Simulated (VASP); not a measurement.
Runs of VASP 6.6.1 on BN. The structure is that of space group Fmm2 (No. 42), or close to it. The cells are those of the table. 

```csv
cell,gap on the mesh (eV),pressure (GPa),largest force (eV/Å)
"a = 4.113, b = 2.824, c = 3.402 Å, angles 82.1, 42.8, 55.0°, 2 atoms",2.43,-15.7,0.83
"a = 4.203, b = 2.303, c = 3.999 Å, angles 78.6, 32.5, 68.9°, 2 atoms",4.15,(a),7.12
"a = 4.123, b = 2.460, c = 3.764 Å, angles 80.0, 36.0, 64.0°, 2 atoms",4.63,5.0,0.62
"a = 4.103, b = 2.554, c = 3.653 Å, angles 80.6, 37.9, 61.5°, 2 atoms",(c),(b),0.41
```

Alike in all rows: task single point; level r2SCAN; potentials or basis VASP PAW PBE potentials, release 64 (B, N); no spin polarisation; k mesh 12 × 12 × 12; cutoff (eV) 520; smearing gaussian 0.05 eV.

Task: Estimate the missing entries.

Result: (a) 40.8; (b) -5.1; (c) 4.00.

Caveats: the PAW data sets were made with another functional, which shifts forces and pressure a little; the stress differs along the axes, from -111 to 60 GPa (at least some runs); the stress differs along the axes, from -33 to 157 GPa (at least some runs); the stress differs along the axes, from -8 to 23 GPa (at least some runs); the stress differs along the axes, from -25 to 10 GPa (at least some runs).

A k mesh can miss the band edges.
